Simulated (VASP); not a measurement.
# Rh (Fm-3m) in VASP: further runs

The runs below take Rh through single point, with r2SCAN0+D4, r2SCAN.

Program: VASP 6.6.1. These are calculated values, not measurements. Logs are shortened: lines on timing, memory, paths and dates and some standing lists are left out, and cuts for length are marked.

## Step 1: The cell of the first run

It takes space group Fm-3m (No. 225, cubic). Conventional cell: a = 3.692 Å, b = 3.692 Å, c = 3.692 Å, α = 90.00°, β = 90.00°, γ = 90.00°. Within 3.4 Å of Rh (site symmetry m-3m) lie 12 Rh at 2.61 Å.

## Step 2: Single point, r2SCAN0+D4 (12.58 Å³/atom)

Contents of POSCAR:

```
Rh
1.0
    0.0000000000      1.8458277050      1.8458277050
    1.8458277050      0.0000000000      1.8458277050
    1.8458277050      1.8458277050      0.0000000000
Rh
1
Direct
    0.0000000000      0.0000000000      0.0000000000
```

Contents of INCAR.step1:

```
PREC     = Accurate       # precision mode
ENCUT    = 440            # plane-wave cutoff, eV
EDIFF    = 1E-5           # SCF threshold, eV
ISMEAR   = 0              # smearing method
SIGMA    = 0.02           # smearing width, eV
LREAL    = False          # projectors in reciprocal space
LASPH    = True           # aspherical terms in the spheres
NELM     = 120            # most SCF steps
ALGO     = Normal         # electronic algorithm
ISIF     = 2              # what is computed and relaxed
LWAVE    = True           # write WAVECAR
LCHARG   = False          # write CHGCAR
NBANDS   = 14             # bands
GGA      = PE             # functional
GGA_COMPAT= False
```

Contents of INCAR.step2:

```
PREC     = Accurate       # precision mode
ENCUT    = 440            # plane-wave cutoff, eV
EDIFF    = 1E-6           # SCF threshold, eV
ISMEAR   = 0              # smearing method
SIGMA    = 0.02           # smearing width, eV
LREAL    = False          # projectors in reciprocal space
LASPH    = True           # aspherical terms in the spheres
NELM     = 120            # most SCF steps
ALGO     = Normal         # electronic algorithm
ISIF     = 2              # what is computed and relaxed
LWAVE    = False          # write WAVECAR
LCHARG   = False          # write CHGCAR
METAGGA  = R2SCAN         # meta-GGA
LHFCALC  = True           # exact exchange
AEXX     = 0.25           # exact-exchange fraction
LMIXTAU  = True         
PRECFOCK = Normal       
IVDW     = 13             # dispersion correction
VDW_S6   = 1.0          
VDW_S8   = 0.8992       
VDW_A1   = 0.4778       
VDW_A2   = 5.8779       
NBANDS   = 14             # bands
ISTART   = 1            
GGA_COMPAT= False
```

Contents of KPOINTS:

```
regular mesh
0
Gamma
  9 9 9
```

Potentials or basis: VASP PAW PBE potentials, release 64 (Rh_pv).

Run with:

```sh
$ cat potpaw_PBE.64/Rh_pv/POTCAR > POTCAR
$ cp INCAR.step1 INCAR
$ mpirun -np 1 vasp_std > vasp.out
$ cp INCAR.step2 INCAR
$ mpirun -np 1 vasp_std > vasp.out
```

OUTCAR:

```text
PREC = Accurate
   ENCUT = 440
   EDIFF = 1E-6
   ISMEAR = 0
   LREAL = False
   LASPH = True
   NELM = 120
   ISIF = 2
   METAGGA = R2SCAN
   LHFCALC = True
   AEXX = 0.25
   PRECFOCK = Normal
   IVDW = 13
   ISTART = 1

 ion  position               nearest neighbor table
   1  0.000  0.000  0.000-

  LATTYP: Found a face centered cubic cell.
 ALAT       =     3.6916554100

  Lattice vectors:

 A1 = (   0.0000000000,   1.8458277050,   1.8458277050)
 A2 = (   1.8458277050,   0.0000000000,   1.8458277050)
 A3 = (   1.8458277050,   1.8458277050,   0.0000000000)

Analysis of symmetry for initial positions (statically):
=====================================================================
 Subroutine PRICEL returns:
 Original cell was already a primitive cell.

 Routine SETGRP: Setting up the symmetry group for a
 face centered cubic supercell.

 Subroutine GETGRP returns: Found 48 space group operations
 (whereof 48 operations were pure point group operations)
 out of a pool of 48 trial point group operations.

The static configuration has the point symmetry O_h .

Analysis of symmetry for dynamics (positions and initial velocities):
=====================================================================
 Subroutine PRICEL returns:
 Original cell was already a primitive cell.

 Routine SETGRP: Setting up the symmetry group for a
 face centered cubic supercell.

 Subroutine GETGRP returns: Found 48 space group operations
 (whereof 48 operations were pure point group operations)
 out of a pool of 48 trial point group operations.

The dynamic configuration has the point symmetry O_h .

 Subroutine INISYM returns: Found 48 space group operations
 (whereof 48 operations are pure point group operations),
 and found     1 'primitive' translations

----------------------------------------------------------------------------------------

                                     Primitive cell

  volume of cell :      12.5778

  direct lattice vectors                    reciprocal lattice vectors
     0.000000000  1.845827705  1.845827705    -0.270881187  0.270881187  0.270881187
     1.845827705  0.000000000  1.845827705     0.270881187 -0.270881187  0.270881187
     1.845827705  1.845827705  0.000000000     0.270881187  0.270881187 -0.270881187

  length of vectors
     2.610394574  2.610394574  2.610394574     0.469179979  0.469179979  0.469179979

  position of ions in fractional coordinates (direct lattice)
     0.000000000  0.000000000  0.000000000

  ion indices of the primitive-cell ions
   primitive index   ion index
                 1           1

----------------------------------------------------------------------------------------

 KPOINTS: regular mesh

Automatic generation of k-mesh.
 Grid dimensions read from file:
 generate k-points for:    9    9    9

 Generating k-lattice:

  Cartesian coordinates                     Fractional coordinates (reciprocal lattice)
    -0.030097910  0.030097910  0.030097910     0.111111111  0.000000000  0.000000000
     0.030097910 -0.030097910  0.030097910     0.000000000  0.111111111  0.000000000
     0.030097910  0.030097910 -0.030097910     0.000000000  0.000000000  0.111111111

  Length of vectors
     0.052131109  0.052131109  0.052131109

  Shift w.r.t. Gamma in fractional coordinates (k-lattice)
     0.000000000  0.000000000  0.000000000

 Subroutine IBZKPT returns following result:
 ===========================================

 Found     35 irreducible k-points:

 Following reciprocal coordinates:
            Coordinates               Weight
  0.000000  0.000000  0.000000      1.000000
  0.111111  0.000000  0.000000      8.000000
  0.222222  0.000000  0.000000      8.000000
  0.333333  0.000000  0.000000      8.000000
  0.444444  0.000000  0.000000      8.000000
  0.111111  0.111111  0.000000      6.000000
[... 16 lines left out ...]
 -0.333333  0.333333  0.000000     12.000000
  0.444444  0.444444  0.000000      6.000000
 [... further k-points ...]
   k-points           NKPTS =     35   k-points in BZ     NKDIM =    729   number of bands    NBANDS=     14
   number of dos      NEDOS =    301   number of ions     NIONS =      1
   total plane-waves  NPLWV =   5832
   dimension x,y,z NGX =    18 NGY =   18 NGZ =   18
   dimension x,y,z NGXF=    36 NGYF=   36 NGZF=   36
   ions per type =               1
   NGX,Y,Z   is equivalent  to a cutoff of  11.46, 11.46, 11.46 a.u.
   NGXF,Y,Z  is equivalent  to a cutoff of  22.93, 22.93, 22.93 a.u.
 SYSTEM =  unknown system
   PREC   = accura    normal or accurate (medium, high low for compatibility)
   ISTART =      1    job   : 0-new  1-cont  2-samecut
   ICHARG =      0    charge: 1-file 2-atom 10-const
   ISPIN  =      1    spin polarized calculation?
   LNONCOLLINEAR =      F non collinear calculations
   LSORBIT =      F    spin-orbit coupling
   LASPH  =      T    aspherical Exc in radial PAW
   ENCUT  =  440.0 eV  32.34 Ry    5.69 a.u.   4.46  4.46  4.46*2*pi/ulx,y,z
   NELM   =    120;   NELMIN=  2; NELMDL=  0     # of ELM steps
   EDIFF  = 0.1E-05   stopping-criterion for ELM
   LREAL  =      F    real-space projection
   EDIFFG = 0.1E-04   stopping-criterion for IOM
   NSW    =      0    number of steps for IOM
   IBRION =     -1    ionic relax: 0-MD 1-quasi-New 2-CG
   NFREE  =      0    steps in history (QN), initial steepest desc. (CG)
   ISIF   =      2    stress and relaxation
   ISYM   =      3    0-nonsym 1-usesym 2-fastsym
   POTIM  = 0.5000    time-step for ionic-motion
   TEBEG  =    0.0;   TEEND  =   0.0 temperature during run
   PSTRESS=    0.0 pullay stress
   NELECT =      15.0000    total number of electrons
   NUPDOWN=      -1.0000    fix difference up-down
   EMIN   =  10.00;   EMAX   =-10.00  energy-range for DOS
   EFERMI =   0.00;   METHOD = LEGACY
   ISMEAR =     0;   SIGMA  =   0.02  broadening in eV -4-tet -1-fermi 0-gaus
   EFERMI_NEDOS =   21; number of points for ismear=-14 and -15
   IALGO  =     38    algorithm
   IMIX   =      1    mixing-type and parameters
     AMIX     =   0.40;   BMIX     =  1.00
     AMIX_MAG =   1.60;   BMIX_MAG =  1.00
  volume/ion in A,a.u.               =      12.58        84.88
  Fermi-wavevector in a.u.,A,eV,Ry     =   1.736084  3.280723 41.007796  3.013988
  Thomas-Fermi vector in A             =   2.809566
   LORBIT       =      0    0 simple, 1 ext, 2 COOP (PROOUT), +10 PAW based schemes
   METAGGA = R2SCAN    functional components
   LHFCALC =     T    Hartree Fock is set to
   PRECFOCK=normal    Normal, Fast or Accurate (Low or Medium for compatibility)
   ENCUT4O =  -1.0   cutoff for four orbital integrals eV
   NKREDX  =     1    reduce k-point grid by
   NKREDY  =     1    reduce k-point grid by
   NKREDZ  =     1    reduce k-point grid by
   AEXX    =    0.2500 exact exchange contribution
   HFSCREEN=    0.0000 screening length (either q_TF or 0.3 A-1)
   HFSCREENC=   0.0000 screening length for correlation (either q_TF or 0.3 A-1)
   ENCUTFOCK=  -1.0 apply spherical cutoff to Coloumb kernel
   IVDW    =    13    specifies the selected vdW correction
   LEPSILON=     F    determine dielectric tensor
   LRPA    =     F    only Hartree local field effects (RPA)
 non-spin polarized calculation
 Gauss-broadening in eV      SIGMA  =   0.02
  energy-cutoff  :      440.00
  volume of cell :       12.58
 maximum number of plane-waves:       275
 NGX is ok and might be reduce to    18
  NGX = 14; NGY = 14; NGZ = 14

 number of electron      14.9999990 magnetization

 Free energy of the ion-electron system (eV)
  ---------------------------------------------------
  ext. energy  EPLUGINS =         0.00000000
  ---------------------------------------------------
  free energy    TOTEN  =       -21.96178739 eV

  energy without entropy =      -21.96145773  energy(sigma->0) =      -21.96162256

 E-fermi :  12.8412     XC(G=0): -12.2981

 val. band max:       12.8342921972   @ k =   0.3333   0.2222   0.0000
 cond. band min:      13.0591883832   @ k =   0.3333   0.3333   0.0000
 fundamental gap:      0.2248961860
 Fermi energy:        12.8412045394

 k-point     1 :       0.0000    0.0000    0.0000
  band No.  band energies     occupation
      1     -37.9308      2.00000
      2     -37.9308      2.00000
      3     -37.9308      2.00000
      4       2.9542      2.00000
      5       8.3836      2.00000
      6       8.3836      2.00000
      7       8.3836      2.00000
      8      10.8157      2.00000
      9      10.8157      2.00000
     10      31.1012      0.00000
     11      37.1322      0.00000
     12      37.5732      0.00000
     13      37.5732      0.00000
     14      37.5732      0.00000

 k-point     2 :       0.1111    0.0000    0.0000
  band No.  band energies     occupation
      1     -38.0779      2.00000
      2     -37.9513      2.00000
      3     -37.9513      2.00000
      4       3.5627      2.00000
      5       8.1496      2.00000
      6       8.6252      2.00000
      7       8.6252      2.00000
      8      10.7339      2.00000
      9      10.7339      2.00000
     10      31.9710      0.00000
     11      35.2605      0.00000
     12      37.1321      0.00000
     13      38.4590      0.00000
     14      38.4590      0.00000

 k-point     3 :       0.2222    0.0000    0.0000
  band No.  band energies     occupation
      1     -38.4428      2.00000
      2     -38.0021      2.00000
      3     -38.0021      2.00000
      4       4.7821      2.00000
      5       8.2250      2.00000
      6       8.8148      2.00000
      7       8.8148      2.00000
      8      11.1179      2.00000
      9      11.1179      2.00000
     10      31.8832      0.00000
     11      33.3636      0.00000
     12      37.1314      0.00000
     13      40.7969      0.00000
     14      40.7969      0.00000
[... 324 lines left out ...]
 k-point    23 :      -0.3333    0.3333    0.0000
  band No.  band energies     occupation
      1     -38.7489      2.00000
      2     -38.7413      2.00000
      3     -38.2253      2.00000
      4       5.7373      2.00000
      5       7.1321      2.00000
      6       8.8033      2.00000
      7      10.6126      2.00000
      8      13.3843      0.00000
      9      21.9055      0.00000
     10      25.8138      0.00000
     11      28.1684      0.00000
     12      35.2725      0.00000
     13      36.6310      0.00000
     14      37.1373      0.00000

 k-point    24 :       0.4444    0.4444    0.0000
  band No.  band energies     occupation
      1     -39.0390      2.00000
      2     -38.3635      2.00000
      3     -38.3635      2.00000
      4       4.2337      2.00000
      5       4.7490      2.00000
      6      13.5928      0.00000
      7      14.5553      0.00000
      8      14.5553      0.00000
      9      16.6146      0.00000
     10      29.5284      0.00000
     11      29.5284      0.00000
     12      29.5651      0.00000
     13      37.1268      0.00000
     14      40.4521      0.00000

 [... further k-points ...]

------------------------ aborting loop because EDIFF is reached ----------------------------------------

  DFT-D4 for vdW energy calculation

  Edisp (eV):   -0.39035

  FORCE on cell =-STRESS in cart. coord.  units (eV):
  Direction    XX          YY          ZZ          XY          YZ          ZX
  --------------------------------------------------------------------------------------
  -------------------------------------------------------------------------------------
  Total       1.36125     1.36125     1.36125     0.00000     0.00000     0.00000
  in kB     173.39797   173.39797   173.39797     0.00000     0.00000     0.00000
  external pressure =      173.40 kB  Pullay stress =        0.00 kB

 VOLUME and BASIS-vectors are now :
 -----------------------------------------------------------------------------
  energy-cutoff  :      440.00
  volume of cell :       12.58
      direct lattice vectors                 reciprocal lattice vectors
     0.000000000  1.845827705  1.845827705    -0.270881187  0.270881187  0.270881187
     1.845827705  0.000000000  1.845827705     0.270881187 -0.270881187  0.270881187
     1.845827705  1.845827705  0.000000000     0.270881187  0.270881187 -0.270881187

 POSITION                                       TOTAL-FORCE (eV/Angst)
 -----------------------------------------------------------------------------------
      0.00000      0.00000      0.00000         0.000000      0.000000      0.000000
 -----------------------------------------------------------------------------------
    total drift:                               -0.000000      0.000000      0.000000

  FREE ENERGIE OF THE ION-ELECTRON SYSTEM (eV)
  ---------------------------------------------------
  free  energy   TOTEN  =       -22.3521365617 eV

  energy  without entropy=      -22.3518069051  energy(sigma->0) =      -22.35197173
```

It took 32 min on 1 thread of Intel Xeon 6975P-C (Granite Rapids), shared host; peak memory 0.14 GiB.

What came out:

* Free energy: -22.3521 eV
* Pressure: 17.3 GPa
* Band gap on the k mesh: zero (an odd number of electrons rules out a gap without spin polarisation)
* Dispersion energy per atom: -0.390 eV

Caveat: the cell stands under pressure; the PAW data sets were made with another functional, which shifts forces and pressure a little.

(Continued in part 2 of 2.)

The gap in the log of VASP goes by the Fermi energy; the results here count the filled bands.